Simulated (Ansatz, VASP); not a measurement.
## Two plane-wave programs on PbSe

```xyz
2
Lattice="0.0000 3.0334 2.9851 3.0334 0.0000 2.9851 3.0334 3.0334 0.0000" Properties=species:S:1:pos:R:3 pbc="T T T"
Pb    0.0000    0.0000    0.0000
Se    3.0334    3.0334    2.9851
```

Alike in both runs: task single point; functional PBE; dispersion D3(BJ); k mesh 10 × 10 × 10; occupations gaussian, width 0.03 eV; no spin polarisation.

|  | VASP | Ansatz |
| --- | --- | --- |
| version | VASP 6.6.1 | Ansatz 0.2.0 |
| potentials or method | VASP PAW PBE potentials, release 64 (Pb_d, Se), cutoff 520 eV | scalar-relativistic, plane waves, PAW |
| valence electrons in the cell | 20 | 30 |

```tsv
	VASP	Ansatz	Ansatz less VASP
gap on the k mesh at the Fermi level (eV)	0.13	0.12	-0.005
least direct gap on the mesh (eV)	0.13	0.12	-0.005
pressure (GPa)	2.9	2.9	+0.01
traceless stress, the component that is largest in VASP (GPa)	1.72	1.71	-0.004
```

VASP's potentials hold 20 valence electrons a cell and Ansatz's 30, so a difference there can come from the potentials and not from the codes.

Neither program's run includes spin-orbit coupling.
